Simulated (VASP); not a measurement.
Here is a VASP 6.6.1 calculation.

The input INCAR:

```
ALGO = Normal
EDIFF = 1E-6
ENCUT = 520
GGA = PE
ISIF = 2
ISMEAR = -1
LASPH = T
LCHARG = F
LREAL = F
LWAVE = F
NBANDS = 8
NELM = 80
PREC = Accurate
SIGMA = 0.1
```

Contents of KPOINTS:

```
k-points
0
Gamma
  17 17 17
```

Contents of POSCAR:

```
P
1.0
   -1.4163731298      1.4163731298      1.4163731298
    1.4163731298     -1.4163731298      1.4163731298
    1.4163731298      1.4163731298     -1.4163731298
P
1
Direct
    0.0000000000      0.0000000000      0.0000000000
```

Potentials or basis: VASP PAW PBE potentials, release 64 (P).

Command:

```sh
$ cat potpaw_PBE.64/P/POTCAR > POTCAR
$ mpirun -np 1 vasp_std > vasp.out
```

Question: Predict the pressure.

Answer: 33.1 GPa.
